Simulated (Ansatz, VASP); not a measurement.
One calculation of BaZrO3, two programs

INCAR

```
SYSTEM = BaZrO3
ALGO = Normal
EDIFF = 1E-7
ENCUT = 520
GGA = PE
ISIF = 2
ISMEAR = 0
LASPH = .TRUE.
LCHARG = .FALSE.
LREAL = .FALSE.
LWAVE = .FALSE.
NBANDS = 28
NELM = 60
PREC = Accurate
SIGMA = 0.05
```

KPOINTS

```
k-points
0
G
  8 8 8
  0 0 0
```

Contents of POSCAR:

```
BaZrO3
1.0
    4.2000058737      0.0000000000      0.0000000000
    0.0000000000      4.2000058737      0.0000000000
    0.0000000000      0.0000000000      4.2000058737
Ba Zr O
1 1 3
Direct
    0.0000000000      0.0000000000      0.0000000000
    0.5000000000      0.5000000000      0.5000000000
    0.0000000000      0.5000000000      0.5000000000
    0.5000000000      0.5000000000      0.0000000000
    0.5000000000      0.0000000000      0.5000000000
```

Input for Ansatz:

```yaml
crystal:
  lattice:
    - [4.2000058737, 0.0, 0.0]
    - [0.0, 4.2000058737, 0.0]
    - [0.0, 0.0, 4.2000058737]
  atoms:
    - { symbol: Ba, position: [0.0, 0.0, 0.0] }
    - { symbol: Zr, position: [0.5, 0.5, 0.5] }
    - { symbol: O, position: [0.0, 0.5, 0.5] }
    - { symbol: O, position: [0.5, 0.5, 0.0] }
    - { symbol: O, position: [0.5, 0.0, 0.5] }
basis:
  ecutwfc: 420
  ecutrho_ratio: 4
kpoints:
  mp_grid: { grid: [8, 8, 8] }
hamiltonian:
  xc: pbe
scf:
  occupations: { method: gaussian, width: 0.05 }
output:
  forces: true
  stress: true
  eigenvalues: true
```

Alike in both runs: task single point; functional PBE; k mesh 8 × 8 × 8; occupations gaussian, width 0.05 eV; no spin polarisation.

|  | VASP | Ansatz |
| --- | --- | --- |
| version | VASP 6.6.1 | Ansatz 0.2.0 |
| potentials or method | VASP PAW PBE potentials, release 64 (Ba_sv, Zr_sv, O), cutoff 520 eV | scalar-relativistic, plane waves, PAW |
| valence electrons in the cell | 40 | 40 |

```tsv
	VASP	Ansatz	Ansatz less VASP
gap on the k mesh at the Fermi level (eV)	3.18	3.23	+0.050
least direct gap on the mesh (eV)	3.41	3.43	+0.022
pressure (GPa)	4.0	3.0	-1.02
```

Neither program's run includes spin-orbit coupling.
